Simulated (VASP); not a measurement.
Bi: single point with PBE

Crystal: Bi.

```
CELL_PARAMETERS angstrom
4.15751 -2.38504 0.05747
4.15751 2.38504 0.05747
-0.07437 0.00000 5.29583
ATOMIC_POSITIONS crystal
Bi 0.66667 0.66667 0.66667
Bi 0.33333 0.33333 0.33333
Bi 0.00000 0.00000 0.00000
```

```json
{"Program": "VASP 6.6.1", "Task": "single point", "Functional": "PBE", "Potentials or basis": "VASP PAW PBE potentials, release 64 (Bi_d)", "Cutoff": "520 eV", "k mesh": "4 × 4 × 4", "Occupations": "gaussian, width 0.1 eV", "Spin": "no spin polarisation", "Dipole correction": "no", "Further INCAR settings": "ALGO = Normal; EDIFF = 1e-06; NBANDS = 30"}
```

```yaml
Pressure: -0.2 GPa
Band_gap_on_the_k_mesh: zero (an odd number of electrons rules out a gap without spin polarisation)
```

Stress tensor (GPa, compression positive):
```
-0.30  0.00 -0.02
 0.00 -0.20  0.00
-0.02  0.00  0.04
```

Levels at points of the mesh, in eV from the Fermi level:
```tsv
k point	band 20	band 21	band 22	band 23	band 24	band 25	band 26	band 27
(0.00, 0.00, 0.00)	-1.34	-1.32	-1.32	-1.00	-1.00	2.79	3.20	3.23
(0.50, 0.00, 0.00)	-2.70	-2.37	-2.37	1.51	1.51	1.87	1.87	2.76
(0.50, 0.50, 0.00)	-2.73	-2.36	-2.36	1.56	1.56	1.89	1.89	2.76
(0.00, 0.00, 0.50)	-1.69	-0.76	-0.03	-0.03	0.59	0.59	0.61	0.61
(0.50, 0.00, 0.50)	-1.98	-1.98	-1.90	-1.90	3.15	3.15	4.56	4.89
(0.50, 0.50, 0.50)	-1.94	-1.94	-1.87	-1.87	3.14	3.14	4.58	4.86
```

Run time: 34 s on 1 thread of AMD EPYC 9R14 (Zen 4), on a shared host, peak memory 0.2 GiB.

Caveat: the k points lie up to 0.38 Å⁻¹ apart, too coarse for converged energies and pressures of a metal; spin-orbit coupling is left out, which moves the levels of the heavy elements.
